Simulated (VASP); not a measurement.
Input of a VASP 6.6.1 run:

The input INCAR:

```
ALGO = Normal
EDIFF = 1E-6
ENCUT = 520
GGA = PS
ISIF = 2
ISMEAR = 0
LASPH = T
LCHARG = T
LELF = T
LREAL = F
LVHAR = T
LWAVE = F
NBANDS = 19
NELM = 100
PREC = Accurate
SIGMA = 0.05
```

Contents of KPOINTS:

```
k-points
0
Gamma
  8 8 8
```

Contents of POSCAR:

```
HfSi3
1.0
    3.9036290991      0.0000000000      0.0000000000
    0.0000000000      3.9036290991      0.0000000000
    0.0000000000      0.0000000000      3.9036290991
Hf Si
1 3
Direct
    0.0000000000      0.0000000000      0.0000000000
    0.0000000000      0.5000000000      0.5000000000
    0.5000000000      0.5000000000      0.0000000000
    0.5000000000      0.0000000000      0.5000000000
```

Potentials or basis: VASP PAW PBE potentials, release 64 (Hf_pv, Si).

Command:

```console
$ cat potpaw_PBE.64/Hf_pv/POTCAR potpaw_PBE.64/Si/POTCAR > POTCAR
$ mpirun -np 1 vasp_std > vasp.out
```

What does it give for the pressure?

2.8 GPa.

Estimate the band gap on the k mesh.

zero (band 11 reaches 10.65 eV, above the bottom of band 12 at 8.63 eV).

Caveat: the PAW data sets were made with another functional, which shifts forces and pressure a little; spin-orbit coupling is left out, which moves the levels of the heavy elements.
